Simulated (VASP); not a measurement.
# TiO2 (I4_1/amd) in VASP: settings compared, part 2 of 2

VASP 6.6.1.

## Step 3: Single point, PBEsol

INCAR reads:

```
SYSTEM = TiO2
PREC = Accurate ; ENCUT = 600
EDIFF = 1E-6 ; ISMEAR = 0
SIGMA = 0.01 ; LREAL = .FALSE.
LASPH = .TRUE. ; NELM = 120
ALGO = Normal ; ISIF = 2
LWAVE = .FALSE. ; LCHARG = .TRUE.
GGA = PS ; LELF = .TRUE.
LVHAR = .TRUE. ; NBANDS = 33
GGA_COMPAT = .FALSE.
```

KPOINTS reads:

```
Automatic mesh
0
G
  8 8 8
  0 0 0
```

POSCAR reads:

```
TiO2
1.0
   -1.8921000000      1.8921000000      4.7573000000
    1.8921000000     -1.8921000000      4.7573000000
    1.8921000000      1.8921000000     -4.7573000000
Ti O
2 4
Direct
    0.0000000000      1.0000000000      0.0000000000
    0.7500000000      0.2500000000      0.5000000000
    0.2081000000      0.2081000000      0.0000000000
    0.7919000000      0.7919000000      0.0000000000
   -0.0419000000      0.4581000000      0.5000000000
    0.5419000000      1.0419000000      0.5000000000
```

Potentials or basis: VASP PAW PBE potentials, release 64 (Ti_sv, O).

Command:

```console
$ cat potpaw_PBE.64/Ti_sv/POTCAR potpaw_PBE.64/O/POTCAR > POTCAR
$ mpirun -np 1 vasp_std > vasp.out
```

OUTCAR:

```text
SYSTEM = TiO2
   PREC = Accurate
   ENCUT = 600
   EDIFF = 1E-6
   ISMEAR = 0
   LREAL = .FALSE.
   LASPH = .TRUE.
   NELM = 120
   ISIF = 2
   GGA = PS

 ion  position               nearest neighbor table
   1  0.000  0.000  0.000-   6 1.93   5 1.93   6 1.93   5 1.93   4 1.98   3 1.98
   2  0.750  0.250  0.500-   4 1.93   3 1.93   4 1.93   3 1.93   5 1.98   6 1.98
   3  0.208  0.208  0.000-   2 1.93   2 1.93   1 1.98
   4  0.792  0.792  0.000-   2 1.93   2 1.93   1 1.98
   5  0.958  0.458  0.500-   1 1.93   1 1.93   2 1.98
   6  0.542  0.042  0.500-   1 1.93   1 1.93   2 1.98

[... 1073 lines left out ...]
  -------------------------------------------------------------------------------------
  Total       -0.3738033     -0.3738033      0.0515531      0.0000000     -0.0000000      0.0000000
  in kB       -8.7911370     -8.7911370      1.2124307      0.0000000     -0.0000000      0.0000000
  external PRESSURE =      -5.4566144 kB  Pullay stress =       0.0000000 kB

 VOLUME and BASIS-vectors are now :
 -----------------------------------------------------------------------------
  energy-cutoff  :      600.00
  volume of cell :       68.13
      direct lattice vectors                 reciprocal lattice vectors
    -1.892100000  1.892100000  4.757300000     0.000000000  0.264256646  0.105101633
     1.892100000 -1.892100000  4.757300000     0.264256646  0.000000000  0.105101633
     1.892100000  1.892100000 -4.757300000     0.264256646  0.264256646  0.000000000

 POSITION                                       TOTAL-FORCE (eV/Angst)
 -----------------------------------------------------------------------------------
      0.00000      0.00000      0.00000         0.000000      0.000000      0.000000
      0.00000      1.89210      2.37865         0.000000      0.000000     -0.000000
      0.00000      0.00000      1.97999        -0.000000      0.000000      0.010882
      0.00000      0.00000      7.53461        -0.000000      0.000000     -0.010882
      0.00000      1.89210      4.35864         0.000000     -0.000000      0.010882
      0.00000      1.89210      0.39866         0.000000     -0.000000     -0.010882
 -----------------------------------------------------------------------------------
    total drift:                                0.000000     -0.000000     -0.000000

  FREE ENERGIE OF THE ION-ELECTRON SYSTEM (eV)
  ---------------------------------------------------
  free  energy   TOTEN  =       -56.2254373855 eV

  energy  without entropy=      -56.2254373855  energy(sigma->0) =      -56.22543739
```

OSZICAR:

```text
N       E                     dE             d eps       ncg     rms          rms(c)
DAV:   1     0.690480216799E+03    0.69048E+03   -0.26389E+04  3894   0.186E+03
DAV:   2     0.367353534141E+02   -0.65374E+03   -0.60667E+03  4222   0.532E+02
DAV:   3    -0.669395413379E+02   -0.10367E+03   -0.10132E+03  5274   0.198E+02
DAV:   4    -0.723062864957E+02   -0.53667E+01   -0.53546E+01  6028   0.437E+01
DAV:   5    -0.724916630460E+02   -0.18538E+00   -0.18534E+00  4946   0.659E+00    0.321E+01
DAV:   6    -0.564288252534E+02    0.16063E+02   -0.73171E+01  5463   0.877E+01    0.108E+01
DAV:   7    -0.564594849293E+02   -0.30660E-01   -0.13803E+01  5216   0.310E+01    0.960E+00
DAV:   8    -0.562391836064E+02    0.22030E+00   -0.65724E-01  5257   0.810E+00    0.531E+00
DAV:   9    -0.562528573360E+02   -0.13674E-01   -0.51133E-01  5539   0.708E+00    0.178E+00
DAV:  10    -0.562331772470E+02    0.19680E-01   -0.16736E-01  5462   0.471E+00    0.867E-01
DAV:  11    -0.562254625977E+02    0.77146E-02   -0.30282E-02  5414   0.110E+00    0.199E-01
DAV:  12    -0.562255943381E+02   -0.13174E-03   -0.17547E-03  4605   0.489E-01    0.124E-01
DAV:  13    -0.562254941496E+02    0.10019E-03   -0.90891E-04  5378   0.400E-01    0.592E-02
DAV:  14    -0.562254367526E+02    0.57397E-04   -0.15029E-04  5548   0.108E-01    0.955E-03
DAV:  15    -0.562254372185E+02   -0.46583E-06   -0.12051E-05  5111   0.281E-02    0.604E-03
DAV:  16    -0.562254373855E+02   -0.16706E-06   -0.10452E-06  3227   0.103E-02
   1 F= -.56225437E+02 E0= -.56225437E+02  d E =-.285007E-23
```

stdout:

```text
POSCAR found type information on POSCAR TiO
 POSCAR found :  2 types and       6 ions
 scaLAPACK will be used
 -----------------------------------------------------------------------------
|                                                                             |
|                                                                             |
|     You enforced a specific xc type in the INCAR file but a different       |
|     I HOPE YOU KNOW WHAT YOU ARE DOING!                                     |
|                                                                             |
 -----------------------------------------------------------------------------

 LDA part: xc-table for (Slater+PW92), standard interpolation
 POSCAR, INCAR and KPOINTS ok, starting setup
 FFT: planning ... GRIDC
 FFT: planning ... GRID_SOFT
 FFT: planning ... GRID
 WAVECAR not read
 entering main loop
```

It took 5.3 min on 1 thread of Intel Xeon Platinum 8259CL at 2.50GHz (Skylake/Cascade Lake), shared host; peak memory 0.39 GiB.

Results:

```
Free energy            : -56.2254 eV
Pressure               : -0.5 GPa
Largest force          : 0.011 eV/Å
Band gap on the k mesh : 2.09 eV (least direct gap 2.40 eV)
```

Forces in eV/Å, atoms in the order of the input:
```
Ti   0.000  0.000  0.000
Ti   0.000  0.000  0.000
O    0.000  0.000  0.011
O    0.000  0.000 -0.011
O    0.000  0.000  0.011
O    0.000  0.000 -0.011
```

Levels at points of the mesh, in eV from the valence-band top:
```csv
k point,band 20,band 21,band 22,band 23,band 24,band 25,band 26,band 27,band 28,band 29
"(0.00, 0.00, 0.00)",-0.73,-0.73,-0.73,-0.44,-0.44,2.09,2.86,4.01,4.01,4.04
"(0.50, 0.00, 0.00)",-1.96,-1.96,-0.93,-0.81,-0.60,3.24,3.56,3.58,3.69,4.32
"(0.50, 0.50, 0.00)",-2.64,-2.06,-2.06,0.00,0.00,3.36,3.36,3.85,3.85,4.93
"(0.50, 0.50, 0.50)",-1.33,-1.24,-1.24,-0.08,-0.08,2.46,2.46,3.79,3.79,4.27
```

Caveat: the PAW data sets were made with another functional, which shifts forces and pressure a little. As with any semilocal functional, this PBEsol gap is likely too small.

## Step 4: Single point, PBE

INCAR reads:

```
PREC = Accurate ; ENCUT = 600
EDIFF = 1E-6 ; ISMEAR = 0
SIGMA = 0.01 ; LREAL = False
LASPH = True ; NELM = 120
ALGO = Normal ; ISIF = 2
LWAVE = False ; LCHARG = False
GGA = PE ; NBANDS = 33
GGA_COMPAT = False
```

KPOINTS reads:

```
regular mesh
0
Gamma
  8 8 8
```

POSCAR is that of step 3.

Command:

```console
$ cat potpaw_PBE.64/Ti_sv/POTCAR potpaw_PBE.64/O/POTCAR > POTCAR
$ mpirun -np 1 vasp_std > vasp.out
```

It took 5.3 min on 1 thread of Intel Xeon Platinum 8259CL at 2.50GHz (Skylake/Cascade Lake), shared host; peak memory 0.39 GiB.

The run converged. Its results:

```
Free energy            : -53.8347 eV
Pressure               : 5.7 GPa
Largest force          : 0.123 eV/Å
Band gap on the k mesh : 2.14 eV (least direct gap 2.44 eV)
```

Forces in eV/Å, atoms in the order of the input:
```
Ti   0.000  0.000  0.000
Ti   0.000  0.000  0.000
O    0.000  0.000  0.123
O    0.000  0.000 -0.123
O    0.000  0.000  0.123
O    0.000  0.000 -0.123
```

Stress tensor (GPa, compression positive):
```
5.20 0.00 0.00
0.00 5.20 0.00
0.00 0.00 6.59
```

Levels at points of the mesh, in eV from the valence-band top:
```tsv
k point	band 21	band 22	band 23	band 24	band 25	band 26	band 27	band 28
(0.00, 0.00, 0.00)	-0.72	-0.72	-0.43	-0.43	2.14	2.88	4.02	4.02
(0.50, 0.00, 0.00)	-1.93	-0.91	-0.80	-0.60	3.27	3.58	3.59	3.69
(0.50, 0.50, 0.00)	-2.03	-2.03	0.00	0.00	3.37	3.37	3.85	3.85
(0.50, 0.50, 0.50)	-1.22	-1.22	-0.09	-0.09	2.50	2.50	3.80	3.80
```

Caveat: the cell stands under pressure. A k mesh can miss the band edges.

## Step 5: Summary

```tsv
level	gap on the mesh (eV)	pressure (GPa)	largest force (eV/Å)
revPBE	2.17	9.0	0.17
PBEsol	2.09	-0.5	0.01
PBE	2.14	5.7	0.12
```

Alike in all rows: task single point; potentials or basis VASP PAW PBE potentials, release 64 (Ti_sv, O); no spin polarisation; cell as given; k mesh 8 × 8 × 8; cutoff (eV) 600; smearing gaussian 0.01 eV.

On the cell as given the gap runs from 2.09 eV (PBEsol) to 2.17 eV (revPBE). The pressure there spans -0.5 GPa (PBEsol) to 9.0 GPa (revPBE); a positive pressure means that this level wants a larger cell, a negative one a smaller.

Caveats: the cell stands under pressure (at least some runs); the PAW data sets were made with another functional, which shifts forces and pressure a little (at least some runs).

Total energies depend on the potentials used, so only differences within one code and one set of settings carry meaning.
